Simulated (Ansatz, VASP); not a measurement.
# InP in VASP and in Ansatz

The input INCAR:

```
SYSTEM = InP
  ALGO = Normal
  EDIFF = 1E-6
  ENCUT = 520
  GGA = PE
  ISIF = 2
  ISMEAR = 0
  LASPH = .TRUE.
  LCHARG = .FALSE.
  LREAL = .FALSE.
  LWAVE = .FALSE.
  NBANDS = 16
  NELM = 60
  PREC = Accurate
  SIGMA = 0.1
```

Contents of KPOINTS:

```
k-points
0
G
  6 6 6
  0 0 0
```

The input POSCAR:

```
InP
1.0
    3.5201235900      0.0000000000      0.0000000000
   -1.7600617900      3.0485164500      0.0000000000
    0.0000000000      0.0000000000      3.4354662800
In P
1 1
Direct
    0.0000000000      0.0000000000      0.0000000000
    0.6666666700      0.3333333300      0.5000000000
```

Input for Ansatz:

```yaml
crystal:
  lattice:
    - [3.52012359, 0.0, 0.0]
    - [-1.76006179, 3.04851645, 0.0]
    - [0.0, 0.0, 3.43546628]
  atoms:
    - { symbol: In, position: [0.0, 0.0, 0.0] }
    - { symbol: P, position: [0.66666667, 0.33333333, 0.5] }
basis:
  ecutwfc: 420
kpoints:
  mp_grid: { grid: [6, 6, 6] }
hamiltonian:
  xc: pbe
scf:
  occupations: { method: gaussian, width: 0.1 }
  lower_state_search: "off"
output:
  forces: true
  stress: true
  eigenvalues: true
```

Change from the starting cell: species swapped into the WC type (P-6m2, No. 187).

Alike in both runs: task single point; functional PBE; k mesh 6 × 6 × 6; occupations gaussian, width 0.1 eV; no spin polarisation.

```csv
,VASP,Ansatz
version,VASP 6.6.1,Ansatz 0.2.0
potentials or method,"VASP PAW PBE potentials, release 64 (In_d, P), cutoff 520 eV","scalar-relativistic, plane waves, PAW"
valence electrons in the cell,18,18
```

```csv
,VASP,Ansatz,Ansatz less VASP
gap on the k mesh at the Fermi level (eV),none,none,-
pressure (GPa),15.6,15.6,+0.07
"traceless stress, the component that is largest in VASP (GPa)",-0.58,-0.59,-0.005
```

A gap of «none» marks a metal or a gap that the smearing closes.
